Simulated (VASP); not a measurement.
Wanted: the native input for a VASP 6.6.1 run.

```
Task                   : relaxation of cell and atoms
Functional             : PBE
Potentials or basis    : VASP PAW PBE potentials, release 64 (Si, F)
Cutoff                 : 600 eV
k mesh                 : 12 × 12 × 10
Occupations            : gaussian, width 0.1 eV
Spin                   : no spin polarisation
Dipole correction      : no
Further INCAR settings : ALGO = Normal; EDIFF = 1e-06; IBRION = 2; EDIFFG = -0.01; NSW = 100; ISIF = 3
```

The structure of Si4F lies in POSCAR:

```
Si4F
1.0
    5.0353077514      0.0000000000      0.0000000000
   -2.5176538757      4.3607044286      0.0000000000
    0.0000000000      0.0000000000      3.8885949587
Si F
4 1
Direct
    0.5000000000      0.0000000000      0.0000000000
    0.0000000000      0.5000000000      0.0000000000
    0.5000000000      0.5000000000      0.0000000000
    0.0000000000      0.0000000000      0.0000000000
    0.0000000000      0.0000000000      0.5000000000
```

The input as run:

INCAR

```
SYSTEM = Si4F
PREC = Accurate
ENCUT = 600
EDIFF = 1E-6
ISMEAR = 0
SIGMA = 0.1
LREAL = .FALSE.
LASPH = .TRUE.
NELM = 80
ALGO = Normal
ISIF = 3
LWAVE = .FALSE.
LCHARG = .FALSE.
GGA = PE
IBRION = 2
NSW = 100
EDIFFG = -0.01
```

KPOINTS

```
regular mesh
0
G
  12 12 10
  0 0 0
```

Potentials or basis: VASP PAW PBE potentials, release 64 (Si, F).

The run is started by

```sh
$ cat potpaw_PBE.64/Si/POTCAR potpaw_PBE.64/F/POTCAR > POTCAR
$ mpirun -np 1 vasp_std > vasp.out
```

Results of the run:

```
Relaxed volume                         : 17.33 Å³/atom
Relaxed cell                           : a = 5.069 Å, b = 5.069 Å, c = 3.893 Å, α = 90.00°, β = 90.00°, γ = 120.00°
Space group after relaxing (to 0.05 Å) : P6/mmm (No. 191)
Energy gained by relaxing              : 0.9 meV/atom
Ionic steps                            : 2
Pressure after relaxing                : 0.0 GPa
```

Caveat: an odd number of electrons without spin polarisation forces a metal; a magnetic or distorted state may lie lower.

Wall time 86 s on 1 thread of Intel(R) Xeon(R) 6975P-C (Granite Rapids), with other jobs on the host, peak memory 0.32 GiB.
